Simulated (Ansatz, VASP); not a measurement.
## BP in VASP and in Ansatz

```
B P
1.0
     0.00000    2.08748    2.17824
     2.08748    0.00000    2.17824
     2.08748    2.08748    0.00000
B P
1 1
Cartesian
  0.0000 0.0000 0.0000
  3.1312 3.1312 3.2674
```

Change from the starting cell: strain -0.080 along x and y, -0.040 along z, atoms carried along.

Alike in both runs: task single point; functional r2SCAN; k mesh 10 × 10 × 10; occupations gaussian, width 0.05 eV; no spin polarisation.

```csv
,VASP,Ansatz
version,VASP 6.6.1,Ansatz 0.2.0
potentials or method,"VASP PAW PBE potentials, release 64 (B, P), cutoff 520 eV","scalar-relativistic, plane waves, PAW"
valence electrons in the cell,8,8
```

```csv
,VASP,Ansatz,Ansatz less VASP
gap on the k mesh at the Fermi level (eV),0.75,0.72,-0.033
least direct gap on the mesh (eV),3.84,3.80,-0.040
pressure (GPa),50.3,51.1,+0.83
"traceless stress, the component that is largest in VASP (GPa)",-10.14,-10.08,+0.055
```

VASP's potentials were made for PBE, not for r2SCAN. Both programs put the cell under a high pressure, so it lies far from rest at this level. With one functional, cell and mesh, what is left measures potentials, basis and numerics.
